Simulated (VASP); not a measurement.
# Au: single point with PBE0

The system is Au.

```
CELL_PARAMETERS angstrom
-1.66824 1.66824 1.66824
1.66824 -1.66824 1.66824
1.66824 1.66824 -1.66824
ATOMIC_POSITIONS crystal
Au 0.00000 0.00000 0.00000
```

This isn't the form of Au at room conditions, which is fcc.

```
Program             : VASP 6.6.1
Task                : single point
Functional          : PBE0
Potentials or basis : VASP PAW PBE potentials, release 64 (Au)
Cutoff              : 520 eV
k mesh              : 6 × 6 × 6
Occupations         : fermi-dirac, width 0.05 eV
Spin                : no spin polarisation
```

- Pressure: -6.6 GPa
- Band gap on the k mesh: zero (an odd number of electrons rules out a gap without spin polarisation)

Levels at points of the mesh, in eV from the Fermi level:
```
           k point  band 2  band 3  band 4  band 5  band 6  band 7  band 8  band 9  band 10  band 11
(0.00, 0.00, 0.00)   -6.32   -6.32   -6.32   -4.61   -4.61   17.52   17.52   17.52    24.43    24.43
(0.50, 0.00, 0.00)   -7.33   -4.69   -4.38   -2.95   -0.93    3.72   13.25   14.52    21.92    22.31
(0.50, 0.50, 0.50)   -8.17   -3.35   -3.35   -3.35    6.93    6.93    6.93   10.17    16.06    16.06
```

Wall time 14 min on 1 thread of AMD EPYC 7R43 64-Core Processor (Zen 3), with other jobs on the host, peak memory 0.13 GiB.

Caveat: the k points lie up to 0.44 Å⁻¹ apart, too coarse for converged energies and pressures of a metal; the PAW data sets were made with another functional, which shifts forces and pressure a little; spin-orbit coupling is left out, which moves the levels of the heavy elements.
